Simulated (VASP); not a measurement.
## MgB2: relaxation of cell and atoms with PBE

MgB2:

```xyz
3
Lattice="3.0850 0.0000 0.0000 -1.5425 2.6717 0.0000 0.0000 0.0000 3.5230" Properties=species:S:1:pos:R:3 pbc="T T T"
Mg    0.0000    0.0000    0.0000
B     1.5425    0.8906    1.7615
B     0.0000    1.7811    1.7615
```

```
Program                : VASP 6.6.1
Task                   : relaxation of cell and atoms
Functional             : PBE
Potentials or basis    : VASP PAW PBE potentials, release 64 (Mg, B)
Cutoff                 : 600 eV
k mesh                 : 10 × 10 × 8
Occupations            : fermi-dirac, width 0.05 eV
Spin                   : no spin polarisation
Target pressure        : 5 GPa
Dipole correction      : no
Further INCAR settings : ALGO = Normal; EDIFF = 1e-06; IBRION = 2; EDIFFG = -0.01; NSW = 60; ISIF = 3
```

```
Relaxed volume                                             : 9.29 Å³/atom
Relaxed cell                                               : a = 3.054 Å, b = 3.054 Å, c = 3.450 Å, α = 90.00°, β = 90.00°, γ = 120.00°
Space group after relaxing (to 0.1 Å)                      : P6/mmm (No. 191)
Energy change on relaxing (the run minimises the enthalpy) : +4.4 meV/atom
Ionic steps                                                : 5
Pressure after relaxing                                    : 5.0 GPa
Band gap on the k mesh                                     : zero (bands 4 and 5 overlap by 2.61 eV)
```

The path:
| step | energy change (eV) | largest force (eV/Å) | pressure (GPa) | volume (Å³) |
| --- | --- | --- | --- | --- |
| 1 | 0.0000 | 0.0000 | -1.18 | 29.04 |
| 2 | 0.0298 | 0.0000 | 7.78 | 27.50 |
| 3 | 0.0126 | 0.0000 | 5.02 | 27.93 |
| 4 | 0.0126 | 0.0000 | 5.02 | 27.89 |
| 5 | 0.0132 | 0.0000 | 5.01 | 27.86 |

Final structure:
```xyz
3
Lattice="3.0536 0.0000 0.0000 -1.5268 2.6445 0.0000 0.0000 0.0000 3.4503" Properties=species:S:1:pos:R:3 pbc="T T T"
Mg    0.0000    0.0000    0.0000
B     1.5268    0.8815    1.7252
B     0.0000    1.7630    1.7252
```

Levels at points of the mesh, in eV from the Fermi level:
| k point | band 2 | band 3 | band 4 | band 5 | band 6 | band 7 |
| --- | --- | --- | --- | --- | --- | --- |
| (0.00, 0.00, 0.00) | -2.95 | 0.29 | 0.29 | 1.88 | 6.33 | 6.33 |
| (0.50, 0.00, 0.00) | -8.06 | -2.30 | 0.22 | 3.18 | 3.84 | 5.61 |
| (0.00, 0.00, 0.50) | -7.65 | 0.71 | 0.71 | 6.66 | 6.66 | 8.02 |
| (0.50, 0.00, 0.50) | -7.08 | -3.73 | -1.99 | -1.39 | 5.85 | 9.03 |

It took 29 s on 1 thread of Intel(R) Xeon(R) Platinum 8559C (Emerald Rapids), with other jobs on the host, peak memory 0.18 GiB.

Caveat: the cell is relaxed towards a set pressure, so the run minimises the enthalpy, not the energy.
